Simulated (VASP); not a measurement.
# MnH2O2 (P-3m1) in VASP: further runs, part 2 of 2

VASP 6.6.1. The steps go on from the part before.

### 4 Relaxation of cell and atoms, PBEsol, collinear spin, ferromagnetic start

INCAR reads:

```
PREC     = Accurate       # precision mode
ENCUT    = 600            # plane-wave cutoff, eV
EDIFF    = 1E-6           # SCF threshold, eV
ISMEAR   = -1             # smearing method
SIGMA    = 0.05           # smearing width, eV
LREAL    = F              # projectors in reciprocal space
LASPH    = T              # aspherical terms in the spheres
NELM     = 150            # most SCF steps
ALGO     = Normal         # electronic algorithm
ISIF     = 3              # what is computed and relaxed
LWAVE    = F              # write WAVECAR
LCHARG   = F              # write CHGCAR
ISPIN    = 2              # spin polarisation
MAGMOM   = 4 0 0 0 0      # initial moments
LORBIT   = 11             # projections on sites
LMAXMIX  = 4              # l up to which the mixer works
GGA      = PS             # functional
IBRION   = 2              # ionic algorithm
NSW      = 60             # ionic steps
EDIFFG   = -0.01          # ionic threshold
```

KPOINTS reads:

```
regular mesh
0
Gamma
  9 9 6
```

POSCAR reads:

```
MnH2O2
1.0
    3.2500000000      0.0000000000      0.0000000000
   -1.6250000000      2.8145825623      0.0000000000
    0.0000000000      0.0000000000      4.4800000000
Mn O H
1 2 2
Direct
    0.0000000000      0.0000000000      0.0000000000
    0.6666666667      0.3333333333      0.7740000000
    0.3333333333      0.6666666667      0.2260000000
    0.6666666667      0.3333333333      0.5540000000
    0.3333333333      0.6666666667      0.4460000000
```

Potentials or basis: VASP PAW PBE potentials, release 64 (Mn_pv, O, H).

Launch:

```console
$ cat potpaw_PBE.64/Mn_pv/POTCAR potpaw_PBE.64/O/POTCAR potpaw_PBE.64/H/POTCAR > POTCAR
$ mpirun -np 1 vasp_std > vasp.out
```

OUTCAR:

```text
PREC = Accurate
   ENCUT = 600
   EDIFF = 1E-6
   ISMEAR = -1
   LREAL = F
   LASPH = T
   NELM = 150
   ISIF = 3
   ISPIN = 2
   LORBIT = 11
   GGA = PS
   IBRION = 2
   NSW = 60
   EDIFFG = -0.01

 ion  position               nearest neighbor table
   1  0.000  0.000  0.000-   2 2.13   3 2.13   2 2.13   3 2.13   2 2.13   3 2.13
   2  0.667  0.333  0.774-   4 0.99   1 2.13   1 2.13   1 2.13
   3  0.333  0.667  0.226-   5 0.99   1 2.13   1 2.13   1 2.13
   4  0.667  0.333  0.554-   2 0.99
   5  0.333  0.667  0.446-   3 0.99

  LATTYP: Found a hexagonal cell.
 ALAT       =     3.2500000000
 C/A-ratio  =     1.3784615385

  Lattice vectors:

 A1 = (   3.2500000000,   0.0000000000,   0.0000000000)
 A2 = (  -1.6250000000,   2.8145825623,   0.0000000000)
 A3 = (   0.0000000000,   0.0000000000,   4.4800000000)

Analysis of symmetry for initial positions (statically):
=====================================================================
 Subroutine PRICEL returns:
 Original cell was already a primitive cell.

 Routine SETGRP: Setting up the symmetry group for a
 hexagonal supercell.

 Subroutine GETGRP returns: Found 12 space group operations
[... 1367 lines left out ...]
  ---------------------------------------------------
  free  energy   TOTEN  =       -32.1522398840 eV

  energy  without entropy=      -32.1521311341  energy(sigma->0) =      -32.15218551

[... ionic steps 4 to 25 ...]

--------------------------------------- Ionic step       26  -------------------------------------------

 number of electron      26.9999998 magnetization       5.0000000

------------------------ aborting loop because EDIFF is reached ----------------------------------------
[... 73 lines left out ...]
--------------------------------------- Ionic step       28  -------------------------------------------

 number of electron      26.9999998 magnetization       5.0000000

 Free energy of the ion-electron system (eV)
  ---------------------------------------------------
  ext. energy  EPLUGINS =         0.00000000
  ---------------------------------------------------
  free energy    TOTEN  =       -32.17296717 eV

  energy without entropy =      -32.17286853  energy(sigma->0) =      -32.17291785

 E-fermi :   4.5942     XC(G=0): -10.5395

 val. band max:        4.3410865520   @ k =   0.0000   0.0000   0.5000
 cond. band min:       4.7125200365   @ k =   0.0000   0.0000   0.0000
 fundamental gap:      0.3714334845
 Fermi energy:         4.5942078464

 spin component 1

 k-point     1 :       0.0000    0.0000    0.0000
  band No.  band energies     occupation
      1     -45.5888      1.00000
      2     -45.5089      1.00000
      3     -45.5089      1.00000
      4     -17.0423      1.00000
      5     -15.7152      1.00000
      6      -5.7104      1.00000
[... 1083 lines left out ...]
  FREE ENERGIE OF THE ION-ELECTRON SYSTEM (eV)
  ---------------------------------------------------
  free  energy   TOTEN  =       -32.1729671657 eV

  energy  without entropy=      -32.1728685291  energy(sigma->0) =      -32.17291785

 reached required accuracy - stopping structural energy minimisation

 total charge

# of ion       s       p       d       tot
------------------------------------------
    1        0.199   6.182   4.947  11.328
    2        1.548   3.542   0.000   5.090
    3        1.548   3.542   0.000   5.090
    4        0.601   0.123   0.000   0.723
    5        0.601   0.123   0.000   0.723
--------------------------------------------------
tot          4.496  13.510   4.947  22.954

 magnetization (x)

# of ion       s       p       d       tot
------------------------------------------
    1        0.025   0.025   4.445   4.495
    2        0.016   0.075   0.000   0.091
    3        0.016   0.075   0.000   0.091
    4        0.006   0.003   0.000   0.008
    5        0.006   0.003   0.000   0.008
--------------------------------------------------
tot          0.069   0.180   4.445   4.694
```

OSZICAR:

```text
N       E                     dE             d eps       ncg     rms          rms(c)
DAV:   1     0.277653416507E+03    0.27765E+03   -0.16541E+04  4720   0.169E+03
DAV:   2    -0.135433588146E+02   -0.29120E+03   -0.27824E+03  5166   0.439E+02
[... 198 lines left out ...]
       N       E                     dE             d eps       ncg     rms          rms(c)
DAV:   1    -0.321730673768E+02   -0.13792E-03   -0.52478E-03  4772   0.698E-01    0.777E-02
DAV:   2    -0.321729865123E+02    0.80864E-04   -0.18280E-04  5234   0.138E-01    0.495E-02
DAV:   3    -0.321729731509E+02    0.13361E-04   -0.27210E-05  5226   0.526E-02    0.273E-02
DAV:   4    -0.321729675379E+02    0.56129E-05   -0.67346E-06  5884   0.236E-02    0.975E-03
DAV:   5    -0.321729671657E+02    0.37225E-06   -0.99217E-07  2887   0.104E-02
  28 F= -.32172967E+02 E0= -.32172918E+02  d E =-.555232E-04  mag=     5.0000
```

Run time: 8.4 min. Hardware: 1 thread of Intel Xeon 6975P-C (Granite Rapids), shared host; peak memory 0.26 GiB.

What came out:

* Free energy: -32.1730 eV
* Relaxed volume: 8.58 Å³/atom
* Relaxed cell: a = 3.300 Å, b = 3.300 Å, c = 4.548 Å, α = 90.00°, β = 90.00°, γ = 120.00°
* Space group after relaxing (to 0.1 Å): P-3m1 (No. 164)
* Energy gained by relaxing: 12.5 meV/atom
* Ionic steps: 28
* Pressure after relaxing: 0.1 GPa
* Largest force after relaxing: 0.009 eV/Å
* Band gap on the k mesh: 0.37 eV (least direct gap 0.56 eV)
* Net moment: 5.00 μB per cell
* Site moments: Mn +4.50; O +0.09; H +0.01 μB
* Valence electrons inside the program's atomic spheres: Mn 11.33; O 5.09; H 0.72

Forces in eV/Å, atoms in the order of the input:
```
Mn   0.000  0.000  0.000
O    0.000  0.000 -0.005
O    0.000  0.000  0.005
H    0.000  0.000 -0.009
H    0.000  0.000  0.009
```

Stress tensor (GPa, compression positive):
```
0.08 0.00 0.00
0.00 0.08 0.00
0.00 0.00 0.00
```

Step by step:
```tsv
step	energy change (eV)	largest force (eV/Å)	pressure (GPa)	volume (Å³)
1	0.0000	0.8206	6.41	40.98
2	-0.0176	1.5547	3.16	42.95
3	-0.0417	0.7546	4.26	42.10
4	-0.0508	0.5289	-3.03	43.87
5	-0.0618	0.0697	-0.09	43.10
6	-0.0618	0.0593	-0.01	43.08
7	-0.0619	0.0354	-0.07	43.11
8	-0.0619	0.0485	-0.10	43.12
9	-0.0620	0.0238	-0.19	43.13
10	-0.0621	0.0174	-0.24	43.13
11	-0.0621	0.0133	-0.29	43.14
12	-0.0621	0.0289	-0.39	43.15
13	-0.0621	0.0193	-0.32	43.14
14	-0.0622	0.0066	-0.27	43.11
15	-0.0622	0.0474	-0.12	43.03
16	-0.0623	0.0275	-0.12	43.00
17	-0.0623	0.0082	-0.12	42.97
18	-0.0623	0.0088	-0.08	42.96
19	-0.0623	0.0105	-0.01	42.93
20	-0.0624	0.0245	0.15	42.87
21	-0.0624	0.0142	0.15	42.86
22	-0.0624	0.0406	0.08	42.85
23	-0.0624	0.0234	0.09	42.86
24	-0.0624	0.0101	0.10	42.86
25	-0.0624	0.0141	0.10	42.86
26	-0.0624	0.0186	0.12	42.86
27	-0.0624	0.0156	0.09	42.86
28	-0.0624	0.0090	0.05	42.88
```

Final structure:
```xyz
5
Lattice="3.2995 0.0000 0.0000 -1.6498 2.8575 0.0000 0.0000 0.0000 4.5480" Properties=species:S:1:pos:R:3 pbc="T T T"
Mn    0.0000    0.0000    0.0000
O     1.6498    0.9525    3.4856
O     0.0000    1.9050    1.0623
H     1.6498    0.9525    2.5038
H     0.0000    1.9050    2.0441
```

Caveat: the PAW data sets were made with another functional, which shifts forces and pressure a little; an odd mesh through Γ misses points on the zone boundary, where band edges can lie; a cell with one magnetic atom can't hold antiferromagnetic order, which such compounds often take.

### 5 The runs side by side

```tsv
task	cell	cutoff (eV)	gap on the mesh (eV)	pressure (GPa)	moment (μB)	largest force (eV/Å)
single point	a = 3.250, b = 3.250, c = 4.480 Å, angles 90.0, 90.0, 120.0°, 5 atoms, atomic positions A	520	-	6.5	5.00	0.82
single point	a = 3.303, b = 3.303, c = 4.559 Å, angles 90.0, 90.0, 120.0°, 5 atoms, atomic positions B	520	0.36	0.3	5.00	0.13
relaxation of cell and atoms	relaxed from a = 3.250, b = 3.250, c = 4.480 Å, angles 90.0, 90.0, 120.0°, 5 atoms, atomic positions A	600	0.37	0.1	5.00	0.01
```

Alike in all rows: level PBEsol; potentials or basis VASP PAW PBE potentials, release 64 (Mn_pv, O, H); spin collinear, ferromagnetic start; k mesh 9 × 9 × 6; smearing fermi-dirac 0.05 eV.

Caveats: the PAW data sets were made with another functional, which shifts forces and pressure a little; a cell with one magnetic atom can't hold antiferromagnetic order, which such compounds often take; an odd mesh through Γ misses points on the zone boundary, where band edges can lie (at least some runs); the cell stands under pressure (at least some runs).

Total energies depend on the potentials used, so only differences within one code and one set of settings carry meaning.
